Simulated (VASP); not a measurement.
A run of VASP 6.6.1:

File INCAR:

```
SYSTEM = WS2
PREC = Accurate
ENCUT = 520
EDIFF = 1E-6
ISMEAR = -1
SIGMA = 0.05
LREAL = .False.
LASPH = .True.
NELM = 80
ALGO = Normal
ISIF = 2
LWAVE = .False.
LCHARG = .False.
GGA = PS
NBANDS = 35
```

Contents of KPOINTS:

```
regular mesh
0
Gamma
  10 10 3
  0 0 0
```

File POSCAR:

```
WS2
1.0
    3.2218469041      0.0000000000      0.0000000000
   -1.6109234521      2.7902012661      0.0000000000
    0.0000000000      0.0000000000     12.6644925478
W S
2 4
Direct
    0.6666666667      0.3333333333      0.7500000000
    0.3333333333      0.6666666667      0.2500000000
    0.6666666667      0.3333333333      0.3750000000
    0.3333333333      0.6666666667      0.8750000000
    0.6666666667      0.3333333333      0.1250000000
    0.3333333333      0.6666666667      0.6250000000
```

Potentials or basis: VASP PAW PBE potentials, release 64 (W_sv, S).

Command:

```bash
$ cat potpaw_PBE.64/W_sv/POTCAR potpaw_PBE.64/S/POTCAR > POTCAR
$ mpirun -np 1 vasp_std > vasp.out
```

Hardware: 1 thread of Intel Xeon 8259CL, with other jobs on the host.

Question: How long does it take, and how much memory?

Answer: Wall time 2.7 min on 1 thread of Intel Xeon 8259CL, with other jobs on the host, peak memory 0.27 GiB. Counts: scf iterations 15, k points 28.
